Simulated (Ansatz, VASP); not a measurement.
## AlCo in VASP and in Ansatz

POSCAR

```
AlCo
1.0
    0.0000000000      2.0408430472      2.0408430472
    2.0408430472      0.0000000000      2.0408430472
    2.0408430472      2.0408430472      0.0000000000
Co Al
1 1
Direct
    0.0000000000      0.0000000000      0.0000000000
    0.5000000000      0.5000000000      0.5000000000
```

Contents of INCAR.step1:

```
SYSTEM = AlCo
  PREC = Accurate
  ENCUT = 520
  ISMEAR = -1
  SIGMA = 0.08
  LREAL = .FALSE.
  LASPH = .TRUE.
  NELM = 100
  NBANDS = 13
  GGA = PE
  ALGO = Normal
  EDIFF = 1E-4
  LWAVE = .TRUE.
  LCHARG = .FALSE.
```

INCAR.step2

```
SYSTEM = AlCo
  PREC = Accurate
  ENCUT = 520
  EDIFF = 1E-6
  ISMEAR = -1
  SIGMA = 0.08
  LREAL = .FALSE.
  LASPH = .TRUE.
  NELM = 100
  ALGO = Normal
  ISIF = 2
  LWAVE = .FALSE.
  LCHARG = .FALSE.
  METAGGA = R2SCAN
  LMIXTAU = .TRUE.
  NBANDS = 13
  ISTART = 1
```

File KPOINTS:

```
Automatic mesh
0
G
  15 15 15
  0 0 0
```

Input for Ansatz:

```yaml
crystal:
  lattice:
    - [0.0, 2.0408430472, 2.0408430472]
    - [2.0408430472, 0.0, 2.0408430472]
    - [2.0408430472, 2.0408430472, 0.0]
  atoms:
    - { symbol: Co, position: [0.0, 0.0, 0.0] }
    - { symbol: Al, position: [0.5, 0.5, 0.5] }
kpoints:
  mp_grid: { grid: [15, 15, 15] }
scf:
  occupations: { method: fermi_dirac, width: 0.08 }
hamiltonian:
  xc: r2scan
  pseudopotentials: { kind: paw }
output:
  forces: true
  stress: true
  eigenvalues: true
  populations: true
```

Change from the starting cell: volume scaled by 0.64, PAW files.

Alike in both runs: task single point; functional r2SCAN; k mesh 15 × 15 × 15; occupations fermi-dirac, width 0.08 eV; no spin polarisation.

|  | VASP | Ansatz |
| --- | --- | --- |
| version | VASP 6.6.1 | Ansatz 0.2.0 |
| potentials or method | VASP PAW PBE potentials, release 64 (Co, Al) | PAW with Ansatz's default frozen-core files, scalar-relativistic |
| plane-wave cutoff (eV) | 520 | 500 |
| valence electrons in the cell | 12 | 20 |

```tsv
	VASP	Ansatz	Ansatz less VASP
pressure (GPa)	146.4	143.8	-2.59
```

VASP's potentials were made for PBE, not for r2SCAN. Both programs put the cell under a high pressure, so it lies far from rest at this level. With one functional, cell and mesh, what is left measures potentials, basis and numerics. VASP's potentials hold 12 valence electrons a cell and Ansatz's 20, so a difference there can come from the potentials and not from the codes.

Noted on VASP's run: the cell as given lies far from equilibrium.
